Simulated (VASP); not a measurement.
# In3Ga2B3N8 (P1) in VASP: single point with PBE

Aim: the single point of In3Ga2B3N8 with PBE.

All numbers are computed with VASP 6.6.1; they aren't measurements. Logs are shortened: lines on timing, memory, paths and dates and some standing lists are left out, and cuts for length are marked.

## (1) The cell of the first run

The typed cell holds 16 atoms: a = 6.465 Å, b = 6.031 Å, c = 6.631 Å, α = 56.30°, β = 59.58°, γ = 67.09°.

## (2) Single point, PBE

INCAR reads:

```
PREC = Accurate
ENCUT = 520
EDIFF = 1E-7
ISMEAR = 0
SIGMA = 0.1
LREAL = Auto
LASPH = True
NELM = 100
ALGO = Normal
ISIF = 2
LWAVE = False
LCHARG = False
GGA = PE
NBANDS = 71
ISYM = 0
```

KPOINTS reads:

```
Automatic mesh
0
Gamma
  3 3 3
```

POSCAR reads:

```
In3Ga2B3N8
1.0
   -4.1796518052      4.9252483044     -0.2653336187
   -3.8477042586      0.0666139278      4.6435259882
    0.0033808757      4.6632955613      4.7135207917
B N Ga In
3 8 2 3
Direct
    1.0241853875      0.0171091830      0.0611551960
    0.9051977041      0.0184671577      0.5061973262
    0.4365342598      0.5528045220      0.5005007929
    0.9157174213      0.8877374048      0.3589464092
    0.4534312102      0.8317432075      0.3349396480
    0.9668963517      0.2829327745      0.3870999974
    0.7871981839      0.8577974253      0.7969774971
    0.3835927872      0.4106387958      0.4089087874
    0.2640845831      0.8894194333      0.9361147519
    0.9086257384      0.2795464516      0.9099639979
    0.4192144487      0.4223884021      0.7838446667
    0.4845646311      0.0288464435     -0.0213476861
    1.0228005762      0.4593788774      0.5218348844
    0.0262083545      0.5361866293     -0.0142028536
    0.5458866837      0.5168378072      0.9936207560
    0.4818297847      0.9948008021      0.5195861723
```

Potentials or basis: VASP PAW PBE potentials, release 64 (B, N, Ga_d, In_d).

Started as:

```bash
$ cat potpaw_PBE.64/B/POTCAR potpaw_PBE.64/N/POTCAR potpaw_PBE.64/Ga_d/POTCAR potpaw_PBE.64/In_d/POTCAR > POTCAR
$ mpirun -np 1 vasp_std > vasp.out
```

OUTCAR:

```text
PREC = Accurate
   ENCUT = 520
   EDIFF = 1E-7
   ISMEAR = 0
   LREAL = Auto
   LASPH = True
   NELM = 100
   ISIF = 2
   GGA = PE
   ISYM = 0

 ion  position               nearest neighbor table
   1  0.024  0.017  0.061-  10 1.46   9 1.47   4 1.52  14 2.89
   2  0.905  0.018  0.506-   6 1.45   7 1.50   4 1.52  16 2.75  14 3.08
   3  0.437  0.553  0.501-   5 1.42   8 1.50  11 1.54  16 2.87  14 2.93
   4  0.916  0.888  0.359-   1 1.52   2 1.52  13 2.14  16 2.40
   5  0.453  0.832  0.335-   3 1.42  12 1.90  16 2.05
   6  0.967  0.283  0.387-   2 1.45  13 1.93  14 2.12
   7  0.787  0.858  0.797-   2 1.50  12 1.94  14 2.16  15 2.41
   8  0.384  0.411  0.409-   3 1.50  13 2.01  16 2.10  15 2.18
   9  0.264  0.889  0.936-   1 1.47  12 2.10  16 2.20  15 2.25  14 2.88
  10  0.909  0.280  0.910-   1 1.46  13 1.99  15 2.19  14 2.32
  11  0.419  0.422  0.784-   3 1.54  12 1.96  14 2.22  15 2.31
  12  0.485  0.029  0.979-   5 1.90   7 1.94  11 1.96   9 2.10  15 2.91  16 3.17  15 3.18  14 3.33
                            16 3.47
  13  0.023  0.459  0.522-   6 1.93  10 1.99   8 2.01   4 2.14  15 3.16  16 3.19  14 3.31  14 3.37
                            15 3.38
  14  0.026  0.536  0.986-   6 2.12   7 2.16  11 2.22  10 2.32   9 2.88   1 2.89   3 2.93   2 3.08
                            15 3.13  13 3.31  12 3.33  15 3.34  13 3.37  16 3.68
  15  0.546  0.517  0.994-   8 2.18  10 2.19   9 2.25  11 2.31   7 2.41  12 2.91  16 2.95  16 3.10
                            14 3.13  13 3.16  12 3.18  14 3.34  13 3.38
  16  0.482  0.995  0.520-   5 2.05   8 2.10   9 2.20   4 2.40   2 2.75   3 2.87  15 2.95  15 3.10
                            12 3.17  13 3.19  12 3.47  14 3.68

IMPORTANT INFORMATION: All symmetrisations will be switched off!
NOSYMM: (Re-)initialisation of all symmetry stuff for point group C_1.

----------------------------------------------------------------------------------------

                                     Primitive cell

  volume of cell :     183.3581

  direct lattice vectors                    reciprocal lattice vectors
    -4.179651805  4.925248304 -0.265333619    -0.116385083  0.098997170 -0.097858819
    -3.847704259  0.066613928  4.643525988    -0.133359743 -0.107439913  0.106390735
     0.003380876  4.663295561  4.713520792     0.124827827  0.111417204  0.101836110

  length of vectors
     6.465134337  6.030887089  6.630506404     0.181444966  0.201611370  0.195873359

  position of ions in fractional coordinates (direct lattice)
     0.024185387  0.017109183  0.061155196
     0.905197704  0.018467158  0.506197326
     0.436534260  0.552804522  0.500500793
     0.915717421  0.887737405  0.358946409
     0.453431210  0.831743207  0.334939648
     0.966896352  0.282932774  0.387099997
[... 8 lines left out ...]
     0.545886684  0.516837807  0.993620756
     0.481829785  0.994800802  0.519586172

  ion indices of the primitive-cell ions
   primitive index   ion index
                 1           1
                 2           2
                 3           3
                 4           4
                 5           5
                 6           6
[... 8 lines left out ...]
                15          15
                16          16

----------------------------------------------------------------------------------------

 KPOINTS: Automatic mesh

Automatic generation of k-mesh.
 Grid dimensions read from file:
 generate k-points for:    3    3    3

 Generating k-lattice:

  Cartesian coordinates                     Fractional coordinates (reciprocal lattice)
    -0.038795028  0.032999057 -0.032619606     0.333333333  0.000000000  0.000000000
    -0.044453248 -0.035813304  0.035463578     0.000000000  0.333333333 -0.000000000
     0.041609276  0.037139068  0.033945370    -0.000000000 -0.000000000  0.333333333

  Length of vectors
     0.060481655  0.067203790  0.065291120

  Shift w.r.t. Gamma in fractional coordinates (k-lattice)
     0.000000000  0.000000000  0.000000000

 Subroutine IBZKPT returns following result:
 ===========================================

 Found     14 irreducible k-points:

 Following reciprocal coordinates:
            Coordinates               Weight
  0.000000  0.000000  0.000000      1.000000
  0.333333 -0.000000  0.000000      2.000000
  0.000000  0.333333 -0.000000      2.000000
  0.333333  0.333333 -0.000000      2.000000
 -0.333333  0.333333 -0.000000      2.000000
 -0.000000 -0.000000  0.333333      2.000000
  0.333333  0.000000  0.333333      2.000000
 -0.333333 -0.000000  0.333333      2.000000
  0.000000  0.333333  0.333333      2.000000
  0.333333  0.333333  0.333333      2.000000
 -0.333333  0.333333  0.333333      2.000000
 -0.000000 -0.333333  0.333333      2.000000
  0.333333 -0.333333  0.333333      2.000000
 -0.333333 -0.333333  0.333333      2.000000
   k-points           NKPTS =     14   k-points in BZ     NKDIM =     14   number of bands    NBANDS=     71
   number of dos      NEDOS =    301   number of ions     NIONS =     16
   total plane-waves  NPLWV = 115200
   dimension x,y,z NGX =    48 NGY =   48 NGZ =   50
   dimension x,y,z NGXF=    96 NGYF=   96 NGZF=  100
   ions per type =               3   8   2   3
   NGX,Y,Z   is equivalent  to a cutoff of  12.34, 13.23, 12.54 a.u.
   NGXF,Y,Z  is equivalent  to a cutoff of  24.69, 26.46, 25.07 a.u.
 SYSTEM =  unknown system
   PREC   = accura    normal or accurate (medium, high low for compatibility)
   ISTART =      0    job   : 0-new  1-cont  2-samecut
   ICHARG =      2    charge: 1-file 2-atom 10-const
   ISPIN  =      1    spin polarized calculation?
   LNONCOLLINEAR =      F non collinear calculations
   LSORBIT =      F    spin-orbit coupling
   LASPH  =      T    aspherical Exc in radial PAW
   ENCUT  =  520.0 eV  38.22 Ry    6.18 a.u.  12.02 11.21 12.33*2*pi/ulx,y,z
   NELM   =    100;   NELMIN=  2; NELMDL= -5     # of ELM steps
   EDIFF  = 0.1E-06   stopping-criterion for ELM
   LREAL  =      T    real-space projection
   EDIFFG = 0.1E-05   stopping-criterion for IOM
   NSW    =      0    number of steps for IOM
   IBRION =     -1    ionic relax: 0-MD 1-quasi-New 2-CG
   NFREE  =      0    steps in history (QN), initial steepest desc. (CG)
   ISIF   =      2    stress and relaxation
   ISYM   =      0    0-nonsym 1-usesym 2-fastsym
   POTIM  = 0.5000    time-step for ionic-motion
   TEBEG  =    0.0;   TEEND  =   0.0 temperature during run
   PSTRESS=    0.0 pullay stress
   NELECT =     114.0000    total number of electrons
   NUPDOWN=      -1.0000    fix difference up-down
   EMIN   =  10.00;   EMAX   =-10.00  energy-range for DOS
   EFERMI =   0.00;   METHOD = LEGACY
   ISMEAR =     0;   SIGMA  =   0.10  broadening in eV -4-tet -1-fermi 0-gaus
   EFERMI_NEDOS =   21; number of points for ismear=-14 and -15
   IALGO  =     38    algorithm
   IMIX   =      4    mixing-type and parameters
     AMIX     =   0.40;   BMIX     =  1.00
     AMIX_MAG =   1.60;   BMIX_MAG =  1.00
  volume/ion in A,a.u.               =      11.46        77.34
  Fermi-wavevector in a.u.,A,eV,Ry     =   1.397257  2.640434 26.563038  1.952328
  Thomas-Fermi vector in A             =   2.520531
   LORBIT       =      0    0 simple, 1 ext, 2 COOP (PROOUT), +10 PAW based schemes
   GGA     = PE    functional components
   LHFCALC =     F    Hartree Fock is set to
   AEXX    =    0.0000 exact exchange contribution
   IVDW    =     0    specifies the selected vdW correction
   LEPSILON=     F    determine dielectric tensor
   LRPA    =     F    only Hartree local field effects (RPA)
 non-spin polarized calculation
 Gauss-broadening in eV      SIGMA  =   0.10
  energy-cutoff  :      520.00
  volume of cell :      183.36
 maximum number of plane-waves:      4947
   NGX = 25   NGY = 23   NGZ = 25

 number of electron     114.0000009 magnetization

 Free energy of the ion-electron system (eV)
  ---------------------------------------------------
  ext. energy  EPLUGINS =         0.00000000
  ---------------------------------------------------
  free energy    TOTEN  =      -103.87611456 eV

  energy without entropy =     -103.87611456  energy(sigma->0) =     -103.87611456

 E-fermi :   6.4080     XC(G=0): -11.1679

 val. band max:        5.9156499709   @ k =   0.0000   0.3333   0.3333
 cond. band min:       7.1362673946   @ k =   0.0000   0.0000   0.0000
 fundamental gap:      1.2206174237
 Fermi energy:         6.4079897357

 k-point     1 :       0.0000    0.0000    0.0000
  band No.  band energies     occupation
      1     -10.6774      2.00000
      2     -10.1201      2.00000
      3      -9.6864      2.00000
      4      -9.2985      2.00000
      5      -9.0177      2.00000
      6      -8.8856      2.00000
[... 61 lines left out ...]
     68      12.7126      0.00000
     69      13.1207      0.00000

 k-point     2 :       0.3333   -0.0000    0.0000
  band No.  band energies     occupation
      1     -10.4919      2.00000
      2     -10.1686      2.00000
      3      -9.6392      2.00000
      4      -9.3006      2.00000
      5      -9.1030      2.00000
      6      -9.0189      2.00000
[... 61 lines left out ...]
     68      12.3950      0.00000
     69      12.5818      0.00000

 k-point     3 :       0.0000    0.3333   -0.0000
  band No.  band energies     occupation
      1     -10.4125      2.00000
      2     -10.0552      2.00000
      3      -9.5723      2.00000
      4      -9.3033      2.00000
      5      -9.1525      2.00000
      6      -9.0611      2.00000
[... 781 lines left out ...]
     68      12.4898      0.00000
     69      12.7652      0.00000

 k-point    14 :      -0.3333   -0.3333    0.3333
  band No.  band energies     occupation
      1     -10.2806      2.00000
      2     -10.0525      2.00000
      3      -9.7035      2.00000
      4      -9.2926      2.00000
      5      -9.1267      2.00000
      6      -9.0142      2.00000
[... 61 lines left out ...]
     68      12.7402      0.00000
     69      13.1499      0.00000
 [bands above 69 left out]

------------------------ aborting loop because EDIFF is reached ----------------------------------------

  FORCE on cell =-STRESS in cart. coord.  units (eV):
  Direction    XX          YY          ZZ          XY          YZ          ZX
  --------------------------------------------------------------------------------------
  -------------------------------------------------------------------------------------
  Total        0.0088886      0.1586863      0.2206387      0.0057057     -0.0014661      0.0421309
  in kB        0.0776687      1.3865955      1.9279343      0.0498560     -0.0128110      0.3681388
  external PRESSURE =       1.1307328 kB  Pullay stress =       0.0000000 kB

 VOLUME and BASIS-vectors are now :
 -----------------------------------------------------------------------------
  energy-cutoff  :      520.00
  volume of cell :      183.36
      direct lattice vectors                 reciprocal lattice vectors
    -4.179651805  4.925248304 -0.265333619    -0.116385083  0.098997170 -0.097858819
    -3.847704259  0.066613928  4.643525988    -0.133359743 -0.107439913  0.106390735
     0.003380876  4.663295561  4.713520792     0.124827827  0.111417204  0.101836110

 POSITION                                       TOTAL-FORCE (eV/Angst)
 -----------------------------------------------------------------------------------
     -0.16671      0.40544      0.36129        -0.000392     -0.027547      0.003794
     -3.85276      6.82010      2.23154        -0.011471      0.008795      0.011423
     -3.94990      4.52085      4.81026        -0.016221     -0.002982     -0.015106
     -7.24192      6.24314      5.57116         0.008843      0.027620     -0.017779
     -5.09435      3.85059      5.32066        -0.015752     -0.016092      0.000108
     -5.12862      6.58621      2.88186         0.003413      0.004839     -0.001076
[... 8 lines left out ...]
     -4.26690      7.35660      6.93856         0.002126      0.010021     -0.001631
     -5.83982      4.86238      6.94062         0.000426     -0.019613      0.007000
 -----------------------------------------------------------------------------------
    total drift:                                0.007670     -0.002885      0.008401

  FREE ENERGIE OF THE ION-ELECTRON SYSTEM (eV)
  ---------------------------------------------------
  free  energy   TOTEN  =      -103.8761145608 eV

  energy  without entropy=     -103.8761145608  energy(sigma->0) =     -103.87611456
```

It took 17 min on 1 thread of Oxide Virtual Turin-like, shared host; peak memory 0.36 GiB.

Results:

```
Free energy            : -103.8761 eV
Pressure               : 0.1 GPa
Largest force          : 0.034 eV/Å
Band gap on the k mesh : 1.22 eV (least direct gap 1.32 eV)
```

Forces in eV/Å, atoms in the order of the input:
```
B    0.000 -0.028  0.004
B   -0.011  0.009  0.011
B   -0.016 -0.003 -0.015
N    0.009  0.028 -0.018
N   -0.016 -0.016  0.000
N    0.003  0.005 -0.001
N   -0.006 -0.013 -0.001
N    0.000  0.001  0.016
N    0.017 -0.005  0.003
N    0.012  0.005 -0.003
N   -0.006  0.015 -0.009
Ga   0.003  0.026  0.011
Ga   0.005 -0.004 -0.010
In   0.003 -0.010  0.008
In   0.002  0.010 -0.002
In   0.000 -0.020  0.007
```

Levels at points of the mesh, in eV from the valence-band top:
```csv
k point,band 53,band 54,band 55,band 56,band 57,band 58,band 59,band 60,band 61,band 62
"(0.00, 0.00, 0.00)",-1.00,-0.80,-0.68,-0.25,-0.10,1.22,2.76,3.53,3.66,3.80
```

Caveat: the k points lie up to 0.42 Å⁻¹ apart; spin-orbit coupling is left out, which moves the levels of the heavy elements. A k mesh can miss the band edges.
